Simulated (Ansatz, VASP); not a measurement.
## Two plane-wave programs on CdSe

```
Cd Se
1.0
     0.00000    3.09848    3.09848
     3.09848    0.00000    3.09848
     3.09848    3.09848    0.00000
Cd Se
1 1
Cartesian
  0.0000 0.0000 0.0000
  1.5492 1.5492 1.5492
```

Alike in both runs: functional PBE; k mesh 10 × 10 × 10; occupations gaussian, width 0.02 eV; no spin polarisation.

Ansatz relaxed the structure, and its values are those at the end. VASP's run is a single point on that final structure, the one shown.

|  | VASP | Ansatz |
| --- | --- | --- |
| version | VASP 6.6.1 | Ansatz 0.2.0 |
| potentials or method | VASP PAW PBE potentials, release 64 (Cd, Se), cutoff 520 eV | scalar-relativistic, plane waves, PAW |
| valence electrons in the cell | 18 | 36 |

```tsv
	VASP	Ansatz	Ansatz less VASP
gap on the k mesh at the Fermi level (eV)	0.49	0.49	0.000
least direct gap on the mesh (eV)	0.49	0.49	0.000
pressure (GPa)	0.2	0.0	-0.24
```

The functional is the same, so the differences come from potentials, cutoffs and numerics. VASP's potentials hold 18 valence electrons a cell and Ansatz's 36, so a difference there can come from the potentials and not from the codes.
